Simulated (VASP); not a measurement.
Runs of VASP 6.6.1 on CsPbI2Br. The structure is that of space group P4/mmm (No. 123), or close to it. The cells are those of the table. 

```csv
cell,gap on the mesh (eV),pressure (GPa)
"a = 6.428, b = 6.428, c = 5.983 Å, 5 atoms",(c),(a)
"a = 6.490, b = 6.490, c = 6.040 Å, 5 atoms",(b),-0.9
"a = 6.301, b = 6.301, c = 5.864 Å, 5 atoms",1.64,0.6
"a = 6.365, b = 6.365, c = 5.924 Å, 5 atoms",1.75,0.0
```

Alike in all rows: task single point; level r2SCAN; potentials or basis VASP PAW PBE potentials, release 64 (Cs_sv, Pb_d, I, Br); no spin polarisation; k mesh 4 × 4 × 4; cutoff (eV) 520; smearing gaussian 0.01 eV.

Problem. Fill in the values left out.

Solution. (a) -0.5; (b) 1.94; (c) 1.85.

Caveats: the PAW data sets were made with another functional, which shifts forces and pressure a little; spin-orbit coupling is left out, which moves the levels of the heavy elements.

A k mesh can miss the band edges, and the runs leave out spin-orbit coupling on Br, Cs, I, Pb.
